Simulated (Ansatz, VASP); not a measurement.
# KF in VASP and in Ansatz

```
K F
1.0
     0.00000    2.53982    2.67350
     2.53982    0.00000    2.67350
     2.53982    2.53982    0.00000
K F
1 1
Direct
  0.00000 0.00000 0.00000
  0.50000 0.50000 0.50000
```

Change from the starting cell: strain -0.050 along x and y, +0.000 along z, atoms carried along.

Alike in both runs: task single point; functional r2SCAN; k mesh 8 × 8 × 8; occupations gaussian, width 0.05 eV; no spin polarisation.

```csv
,VASP,Ansatz
version,VASP 6.6.1,Ansatz 0.2.0
potentials or method,"VASP PAW PBE potentials, release 64 (K_sv, F), cutoff 520 eV","scalar-relativistic, plane waves, PAW"
valence electrons in the cell,16,16
```

Ansatz gave:

```
gap on the k mesh at the Fermi level (eV)                     : 7.34
least direct gap on the mesh (eV)                             : 7.34
pressure (GPa)                                                : 4.1
traceless stress, the component that is largest in VASP (GPa) : -3.13
```

Q: Which values does VASP return?

A: gap on the k mesh at the Fermi level (eV): 7.34; least direct gap on the mesh (eV): 7.34; pressure (GPa): 4.2; traceless stress, the component that is largest in VASP (GPa): -3.23.

VASP's potentials were made for PBE, not for r2SCAN.
